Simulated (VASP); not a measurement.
Set up this calculation in VASP 6.6.1, as the native input.

```yaml
Task: single point
Functional: r2SCAN
Dispersion: D3(BJ)
Potentials_or_basis: VASP PAW PBE potentials, release 64 (Cd_sv_GW, S)
Cutoff: 700 eV
k_mesh: 8 × 8 × 8
Occupations: gaussian, width 0.025 eV
Spin: collinear spin
Starting_moments: "[0.5, 0.0] μB"
Dipole_correction: no
Further_INCAR_settings: ALGO = Normal; EDIFF = 1e-06; NBANDS = 24
```

The system is CdS.

```xyz
2
Lattice="0.0000 2.9165 2.9165 2.9165 0.0000 2.9165 2.9165 2.9165 0.0000" Properties=species:S:1:pos:R:3 pbc="T T T"
Cd    0.0000    0.0000    0.0000
S     4.3748    4.3748    4.3748
```

These files were run (other wordings do the same):

POSCAR

```
CdS
1.0
    0.0000000000      2.9165000000      2.9165000000
    2.9165000000      0.0000000000      2.9165000000
    2.9165000000      2.9165000000      0.0000000000
Cd S
1 1
Direct
    0.0000000000      0.0000000000      0.0000000000
    0.7500000000      0.7500000000      0.7500000000
```

INCAR.step1

```
  ALGO = Normal
  EDIFF = 1E-5
  ENCUT = 700
  GGA = PE
  GGA_COMPAT = False
  ISMEAR = 0
  ISPIN = 2
  LASPH = True
  LCHARG = False
  LREAL = False
  LWAVE = True
  MAGMOM = 0.5 0
  NBANDS = 24
  NELM = 200
  PREC = Accurate
  SIGMA = 0.025
```

INCAR.step2

```
  ALGO = Normal
  EDIFF = 1E-6
  ENCUT = 700
  GGA_COMPAT = False
  ISIF = 2
  ISMEAR = 0
  ISPIN = 2
  ISTART = 1
  IVDW = 12
  LASPH = True
  LCHARG = True
  LELF = True
  LMIXTAU = True
  LORBIT = 11
  LREAL = False
  LVHAR = True
  LWAVE = False
  MAGMOM = 0.5 0
  METAGGA = R2SCAN
  NBANDS = 24
  NELM = 200
  PREC = Accurate
  SIGMA = 0.025
  VDW_A1 = 0.49484001
  VDW_A2 = 5.73083694
  VDW_S6 = 1.0
  VDW_S8 = 0.78981345
```

KPOINTS

```
k-points
0
Gamma
  8 8 8
```

Potentials or basis: VASP PAW PBE potentials, release 64 (Cd_sv_GW, S).

Launch:

```bash
$ cat potpaw_PBE.64/Cd_sv_GW/POTCAR potpaw_PBE.64/S/POTCAR > POTCAR
$ cp INCAR.step1 INCAR
$ mpirun -np 1 vasp_std > vasp.out
$ cp INCAR.step2 INCAR
$ mpirun -np 1 vasp_std > vasp.out
```

It gave:

```json
{
 "Pressure": "0.4 GPa",
 "Band gap on the k mesh": "1.60 eV",
 "Net moment": "0.00 μB per cell",
 "Valence electrons inside the program's atomic spheres": "Cd 17.67; S 3.74",
 "Dispersion energy per atom": "-0.148 eV"
}
```

Caveat: the PAW data sets were made with another functional, which shifts forces and pressure a little.

Wall time 5.8 min on 1 thread of Intel(R) Xeon(R) Platinum 8375C CPU @ 2.90GHz (Ice Lake), on a shared host, peak memory 0.33 GiB.
